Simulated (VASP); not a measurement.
# Si2N (P4/m) in VASP: single point with PBE

Aim: the single point of Si2N with PBE.

Program: VASP 6.6.1. These are calculated values, not measurements. Logs are shortened: lines on timing, memory, paths and dates and some standing lists are left out, and cuts for length are marked.

## (1) The cell of the first run

It takes space group P4/m (No. 83, tetragonal). Conventional cell: a = 5.764 Å, b = 5.764 Å, c = 4.452 Å, α = 90.00°, β = 90.00°, γ = 90.00°. Si (site symmetry 1) has 1 N at 1.67 Å and 3 Si at 1.67 Å within 2.2 Å. Within 2.2 Å of N (site symmetry m) lie 2 Si at 1.67 Å and 1 N at 1.67 Å.

## (2) Single point, PBE

INCAR

```
SYSTEM = Si2N
ALGO = Normal
EDIFF = 1E-6
ENCUT = 520
GGA = PE
ISIF = 2
ISMEAR = 0
LASPH = .TRUE.
LCHARG = .FALSE.
LREAL = .FALSE.
LWAVE = .FALSE.
NBANDS = 38
NELM = 80
PREC = Accurate
SIGMA = 0.1
```

KPOINTS

```
k-points
0
G
  4 4 4
  0 0 0
```

POSCAR

```
Si2N
1.0
    5.7643453100      0.0000000000      0.0000000000
    0.0000000000      5.7643453100      0.0000000000
    0.0000000000      0.0000000000      4.4518067300
Si N
8 4
Direct
    0.2035101500      0.9745193500      0.1877856900
    0.7964898500      0.0254806500      0.1877856900
    0.0254806500      0.2035101500      0.1877856900
    0.9745193500      0.7964898500      0.1877856900
    0.7964898500      0.0254806500      0.8122143100
    0.2035101500      0.9745193500      0.8122143100
    0.9745193500      0.7964898500      0.8122143100
    0.0254806500      0.2035101500      0.8122143100
    0.9546090000      0.6374635300      0.5000000000
    0.0453910000      0.3625364700      0.5000000000
    0.3625364700      0.9546090000      0.5000000000
    0.6374635300      0.0453910000      0.5000000000
```

Potentials or basis: VASP PAW PBE potentials, release 64 (Si, N).

On the command line:

```console
> cat potpaw_PBE.64/Si/POTCAR potpaw_PBE.64/N/POTCAR > POTCAR
> mpirun -np 1 vasp_std > vasp.out
```

OUTCAR:

```text
SYSTEM = Si2N
   EDIFF = 1E-6
   ENCUT = 520
   GGA = PE
   ISIF = 2
   ISMEAR = 0
   LASPH = .TRUE.
   LREAL = .FALSE.
   NELM = 80
   PREC = Accurate

 ion  position               nearest neighbor table
   1  0.204  0.975  0.188-  11 1.67   4 1.67   3 1.67   6 1.67   2 2.36   8 2.36   7 2.36   6 2.78
                             5 2.90
   2  0.796  0.025  0.188-  12 1.67   4 1.67   3 1.67   5 1.67   1 2.36   8 2.36   7 2.36   5 2.78
                             6 2.90
   3  0.025  0.204  0.188-  10 1.67   2 1.67   1 1.67   8 1.67   4 2.36   5 2.36   6 2.36   8 2.78
                             7 2.90
   4  0.975  0.796  0.188-   9 1.67   2 1.67   1 1.67   7 1.67   3 2.36   5 2.36   6 2.36   7 2.78
                             8 2.90
   5  0.796  0.025  0.812-  12 1.67   8 1.67   7 1.67   2 1.67   6 2.36   3 2.36   4 2.36   2 2.78
                             1 2.90
   6  0.204  0.975  0.812-  11 1.67   8 1.67   7 1.67   1 1.67   5 2.36   3 2.36   4 2.36   1 2.78
                             2 2.90
   7  0.975  0.796  0.812-   9 1.67   6 1.67   5 1.67   4 1.67   8 2.36   2 2.36   1 2.36   4 2.78
                             3 2.90
   8  0.025  0.204  0.812-  10 1.67   6 1.67   5 1.67   3 1.67   7 2.36   2 2.36   1 2.36   3 2.78
                             4 2.90
   9  0.955  0.637  0.500-   4 1.67   7 1.67  10 1.67
  10  0.045  0.363  0.500-   3 1.67   8 1.67   9 1.67
  11  0.363  0.955  0.500-   1 1.67   6 1.67  12 1.67
  12  0.637  0.045  0.500-   2 1.67   5 1.67  11 1.67

  LATTYP: Found a simple tetragonal cell.
 ALAT       =     5.7643453100
 C/A-ratio  =     0.7723004939

  Lattice vectors:

 A1 = (   5.7643453100,   0.0000000000,   0.0000000000)
 A2 = (   0.0000000000,   5.7643453100,   0.0000000000)
 A3 = (   0.0000000000,   0.0000000000,   4.4518067300)

Analysis of symmetry for initial positions (statically):
=====================================================================
 Subroutine PRICEL returns:
 Original cell was already a primitive cell.

 Routine SETGRP: Setting up the symmetry group for a
 simple tetragonal supercell.

 Subroutine GETGRP returns: Found  8 space group operations
 (whereof  8 operations were pure point group operations)
 out of a pool of 16 trial point group operations.

The static configuration has the point symmetry C_4h.

Analysis of symmetry for dynamics (positions and initial velocities):
=====================================================================
 Subroutine PRICEL returns:
 Original cell was already a primitive cell.

 Routine SETGRP: Setting up the symmetry group for a
 simple tetragonal supercell.

 Subroutine GETGRP returns: Found  8 space group operations
 (whereof  8 operations were pure point group operations)
 out of a pool of 16 trial point group operations.

The dynamic configuration has the point symmetry C_4h.

 Subroutine INISYM returns: Found  8 space group operations
 (whereof  8 operations are pure point group operations),
 and found     1 'primitive' translations

----------------------------------------------------------------------------------------

                                     Primitive cell

  volume of cell :     147.9232

  direct lattice vectors                    reciprocal lattice vectors
     5.764345310  0.000000000  0.000000000     0.173480239  0.000000000  0.000000000
     0.000000000  5.764345310  0.000000000     0.000000000  0.173480239  0.000000000
     0.000000000  0.000000000  4.451806730     0.000000000  0.000000000  0.224627901

  length of vectors
     5.764345310  5.764345310  4.451806730     0.173480239  0.173480239  0.224627901

  position of ions in fractional coordinates (direct lattice)
     0.203510150  0.974519350  0.187785690
     0.796489850  0.025480650  0.187785690
     0.025480650  0.203510150  0.187785690
     0.974519350  0.796489850  0.187785690
     0.796489850  0.025480650  0.812214310
     0.203510150  0.974519350  0.812214310
     0.974519350  0.796489850  0.812214310
     0.025480650  0.203510150  0.812214310
     0.954609000  0.637463530  0.500000000
     0.045391000  0.362536470  0.500000000
     0.362536470  0.954609000  0.500000000
     0.637463530  0.045391000  0.500000000

  ion indices of the primitive-cell ions
   primitive index   ion index
                 1           1
                 2           2
                 3           3
                 4           4
                 5           5
                 6           6
                 7           7
                 8           8
                 9           9
                10          10
                11          11
                12          12

----------------------------------------------------------------------------------------

 KPOINTS: k-points

Automatic generation of k-mesh.
 Grid dimensions read from file:
 generate k-points for:    4    4    4

 Generating k-lattice:

  Cartesian coordinates                     Fractional coordinates (reciprocal lattice)
     0.043370060  0.000000000  0.000000000     0.250000000  0.000000000  0.000000000
     0.000000000  0.043370060  0.000000000     0.000000000  0.250000000  0.000000000
     0.000000000  0.000000000  0.056156975     0.000000000  0.000000000  0.250000000

  Length of vectors
     0.043370060  0.043370060  0.056156975

  Shift w.r.t. Gamma in fractional coordinates (k-lattice)
     0.000000000  0.000000000  0.000000000

 Subroutine IBZKPT returns following result:
 ===========================================

 Found     18 irreducible k-points:

 Following reciprocal coordinates:
            Coordinates               Weight
  0.000000  0.000000  0.000000      1.000000
  0.250000  0.000000  0.000000      4.000000
  0.500000  0.000000  0.000000      2.000000
  0.250000  0.250000  0.000000      4.000000
  0.500000  0.250000  0.000000      4.000000
  0.500000  0.500000  0.000000      1.000000
[... 10 lines left out ...]
  0.500000  0.250000  0.500000      4.000000
  0.500000  0.500000  0.500000      1.000000
   k-points           NKPTS =     18   k-points in BZ     NKDIM =     18   number of bands    NBANDS=     38
   number of dos      NEDOS =    301   number of ions     NIONS =     12
   total plane-waves  NPLWV =  82944
   dimension x,y,z NGX =    48 NGY =   48 NGZ =   36
   dimension x,y,z NGXF=    96 NGYF=   96 NGZF=   72
   ions per type =               8   4
   NGX,Y,Z   is equivalent  to a cutoff of  13.84, 13.84, 13.44 a.u.
   NGXF,Y,Z  is equivalent  to a cutoff of  27.69, 27.69, 26.89 a.u.
 SYSTEM =  Si2N
   PREC   = accura    normal or accurate (medium, high low for compatibility)
   ISTART =      0    job   : 0-new  1-cont  2-samecut
   ICHARG =      2    charge: 1-file 2-atom 10-const
   ISPIN  =      1    spin polarized calculation?
   LNONCOLLINEAR =      F non collinear calculations
   LSORBIT =      F    spin-orbit coupling
   LASPH  =      T    aspherical Exc in radial PAW
   ENCUT  =  520.0 eV  38.22 Ry    6.18 a.u.  10.72 10.72  8.28*2*pi/ulx,y,z
   NELM   =     80;   NELMIN=  2; NELMDL= -5     # of ELM steps
   EDIFF  = 0.1E-05   stopping-criterion for ELM
   LREAL  =      F    real-space projection
   EDIFFG = 0.1E-04   stopping-criterion for IOM
   NSW    =      0    number of steps for IOM
   IBRION =     -1    ionic relax: 0-MD 1-quasi-New 2-CG
   NFREE  =      0    steps in history (QN), initial steepest desc. (CG)
   ISIF   =      2    stress and relaxation
   ISYM   =      2    0-nonsym 1-usesym 2-fastsym
   POTIM  = 0.5000    time-step for ionic-motion
   TEBEG  =    0.0;   TEEND  =   0.0 temperature during run
   PSTRESS=    0.0 pullay stress
   NELECT =      52.0000    total number of electrons
   NUPDOWN=      -1.0000    fix difference up-down
   EMIN   =  10.00;   EMAX   =-10.00  energy-range for DOS
   EFERMI =   0.00;   METHOD = LEGACY
   ISMEAR =     0;   SIGMA  =   0.10  broadening in eV -4-tet -1-fermi 0-gaus
   EFERMI_NEDOS =   21; number of points for ismear=-14 and -15
   IALGO  =     38    algorithm
   IMIX   =      4    mixing-type and parameters
     AMIX     =   0.40;   BMIX     =  1.00
     AMIX_MAG =   1.60;   BMIX_MAG =  1.00
  volume/ion in A,a.u.               =      12.33        83.19
  Fermi-wavevector in a.u.,A,eV,Ry     =   1.155395  2.183380 18.162932  1.334938
  Thomas-Fermi vector in A             =   2.292024
   LORBIT       =      0    0 simple, 1 ext, 2 COOP (PROOUT), +10 PAW based schemes
   GGA     = PE    functional components
   LHFCALC =     F    Hartree Fock is set to
   AEXX    =    0.0000 exact exchange contribution
   IVDW    =     0    specifies the selected vdW correction
   LEPSILON=     F    determine dielectric tensor
   LRPA    =     F    only Hartree local field effects (RPA)
 non-spin polarized calculation
 Gauss-broadening in eV      SIGMA  =   0.10
  energy-cutoff  :      520.00
  volume of cell :      147.92
 maximum number of plane-waves:      4024
 NGX is ok and might be reduce to    48
   NGX = 21   NGY = 21   NGZ = 17

 number of electron      52.0000003 magnetization

 Free energy of the ion-electron system (eV)
  ---------------------------------------------------
  ext. energy  EPLUGINS =         0.00000000
  ---------------------------------------------------
  free energy    TOTEN  =        -2.00322927 eV

  energy without entropy =       -1.98346561  energy(sigma->0) =       -1.99334744

 E-fermi :   7.5112     XC(G=0):  -9.6343

 val. band max:        7.4781407397   @ k =   0.5000   0.0000   0.2500
 cond. band min:       7.5335773497   @ k =   0.5000   0.5000   0.2500
 fundamental gap:      0.0554366100
 Fermi energy:         7.5111619179

 k-point     1 :       0.0000    0.0000    0.0000
  band No.  band energies     occupation
      1     -13.1116      2.00000
      2     -10.1888      2.00000
      3     -10.0364      2.00000
      4      -8.4277      2.00000
      5      -8.4277      2.00000
      6      -4.7394      2.00000
[... 30 lines left out ...]
     37      13.5969      0.00000
     38      14.2858      0.00000

 k-point     2 :       0.2500    0.0000    0.0000
  band No.  band energies     occupation
      1     -13.0432      2.00000
      2     -10.4946      2.00000
      3     -10.0922      2.00000
      4      -8.4242      2.00000
      5      -7.9740      2.00000
      6      -4.6944      2.00000
[... 30 lines left out ...]
     37      14.1299      0.00000
     38      14.6865      0.00000

 k-point     3 :       0.5000    0.0000    0.0000
  band No.  band energies     occupation
      1     -12.9654      2.00000
      2     -10.7779      2.00000
      3     -10.0971      2.00000
      4      -8.4206      2.00000
      5      -7.5674      2.00000
      6      -4.7004      2.00000
[... 30 lines left out ...]
     37      13.5873      0.00000
     38      14.5500      0.00000

 k-point     4 :       0.2500    0.2500    0.0000
  band No.  band energies     occupation
      1     -12.9709      2.00000
      2     -10.5361      2.00000
      3     -10.4166      2.00000
      4      -8.1901      2.00000
      5      -7.7335      2.00000
      6      -4.6481      2.00000
[... 30 lines left out ...]
     37      14.0599      0.00000
     38      14.8200      0.00000
[... 457 lines left out ...]
      4      -8.8585      2.00000
      5      -7.4295      2.00000
      6      -5.3126      2.00000
[... 30 lines left out ...]
     37      13.2663      0.00000
     38      13.6161      0.00000

 k-point    17 :       0.5000    0.2500    0.5000
  band No.  band energies     occupation
      1     -12.1657      2.00000
      2     -10.8631      2.00000
      3     -10.5773      2.00000
      4      -9.1954      2.00000
      5      -7.2372      2.00000
      6      -5.4847      2.00000
[... 30 lines left out ...]
     37      13.5890      0.00000
     38      13.6075      0.00000

 k-point    18 :       0.5000    0.5000    0.5000
  band No.  band energies     occupation
      1     -12.1557      2.00000
      2     -10.5764      2.00000
      3     -10.5764      2.00000
      4      -9.7959      2.00000
      5      -6.9117      2.00000
      6      -5.4774      2.00000
[... 30 lines left out ...]
     37      12.8752      0.00000
     38      12.8752      0.00000

------------------------ aborting loop because EDIFF is reached ----------------------------------------

  FORCE on cell =-STRESS in cart. coord.  units (eV):
  Direction    XX          YY          ZZ          XY          YZ          ZX
  --------------------------------------------------------------------------------------
  -------------------------------------------------------------------------------------
  Total      173.7838080    173.7838080    188.7761228     -0.0000002      0.0000000      0.0000000
  in kB     1882.2773306   1882.2773306   2044.6612413     -0.0000020      0.0000000      0.0000000
  external PRESSURE =    1936.4053008 kB  Pullay stress =       0.0000000 kB

 VOLUME and BASIS-vectors are now :
 -----------------------------------------------------------------------------
  energy-cutoff  :      520.00
  volume of cell :      147.92
      direct lattice vectors                 reciprocal lattice vectors
     5.764345310  0.000000000  0.000000000     0.173480239  0.000000000  0.000000000
     0.000000000  5.764345310  0.000000000     0.000000000  0.173480239  0.000000000
     0.000000000  0.000000000  4.451806730     0.000000000  0.000000000  0.224627901

 POSITION                                       TOTAL-FORCE (eV/Angst)
 -----------------------------------------------------------------------------------
      1.17310      5.61747      0.83599        33.257898     -3.976925     20.594139
      4.59124      0.14688      0.83599       -33.257898      3.976925     20.594139
      0.14688      1.17310      0.83599         3.976925     33.257898     20.594139
      5.61747      4.59124      0.83599        -3.976925    -33.257898     20.594139
      4.59124      0.14688      3.61582       -33.257898      3.976925    -20.594139
      1.17310      5.61747      3.61582        33.257898     -3.976925    -20.594139
      5.61747      4.59124      3.61582        -3.976925    -33.257898    -20.594139
      0.14688      1.17310      3.61582         3.976925     33.257898    -20.594139
      5.50270      3.67456      2.22590        -0.001949     -5.534235     -0.000000
      0.26165      2.08979      2.22590         0.001949      5.534235     -0.000000
      2.08979      5.50270      2.22590         5.534235     -0.001949     -0.000000
      3.67456      0.26165      2.22590        -5.534235      0.001949     -0.000000
 -----------------------------------------------------------------------------------
    total drift:                               -0.000000      0.000000     -0.000000

  FREE ENERGIE OF THE ION-ELECTRON SYSTEM (eV)
  ---------------------------------------------------
  free  energy   TOTEN  =        -2.0032292699 eV

  energy  without entropy=       -1.9834656054  energy(sigma->0) =       -1.99334744
```

Wall time 81 s (1 thread of AMD EPYC 9R45 (Zen 5), shared host); peak memory 0.27 GiB.

Results:

| Quantity | Value |
| --- | --- |
| Free energy | -2.0032 eV |
| Pressure | 193.6 GPa |
| Largest force | 39.319 eV/Å |
| Band gap on the k mesh | zero (band 26 reaches 7.71 eV, above the bottom of band 27 at 6.78 eV) |

Forces in eV/Å, atoms in the order of the input:
```
Si   33.258  -3.977  20.594
Si  -33.258   3.977  20.594
Si    3.977  33.258  20.594
Si   -3.977 -33.258  20.594
Si  -33.258   3.977 -20.594
Si   33.258  -3.977 -20.594
Si   -3.977 -33.258 -20.594
Si    3.977  33.258 -20.594
N    -0.002  -5.534   0.000
N     0.002   5.534   0.000
N     5.534  -0.002   0.000
N    -5.534   0.002   0.000
```

Stress tensor (GPa, compression positive):
```
188.23   0.00   0.00
  0.00 188.23   0.00
  0.00   0.00 204.47
```

Levels at points of the mesh, in eV from the Fermi level:
| k point | band 22 | band 23 | band 24 | band 25 | band 26 | band 27 | band 28 | band 29 | band 30 | band 31 |
| --- | --- | --- | --- | --- | --- | --- | --- | --- | --- | --- |
| (0.00, 0.00, 0.00) | -0.91 | -0.91 | -0.91 | -0.76 | -0.76 | -0.51 | 1.44 | 1.44 | 2.98 | 2.98 |
| (0.50, 0.00, 0.00) | -1.80 | -1.69 | -1.43 | -0.70 | -0.61 | -0.28 | 1.16 | 2.62 | 2.79 | 3.34 |
| (0.50, 0.50, 0.00) | -2.91 | -1.63 | -1.63 | -1.58 | -1.58 | -0.73 | 2.06 | 2.91 | 2.91 | 3.17 |
| (0.00, 0.00, 0.50) | -1.83 | -1.80 | -1.29 | -0.07 | -0.07 | 0.98 | 2.05 | 2.05 | 2.59 | 2.69 |
| (0.50, 0.00, 0.50) | -1.21 | -1.01 | -0.68 | -0.41 | 0.03 | 0.54 | 1.07 | 1.42 | 2.67 | 2.75 |
| (0.50, 0.50, 0.50) | -1.17 | -1.17 | -0.69 | -0.29 | 0.20 | 0.20 | 0.53 | 1.92 | 1.92 | 2.45 |

Caveat: forces of over 1 eV/Å act on the atoms, so gaps and moduli don't describe the material at rest.
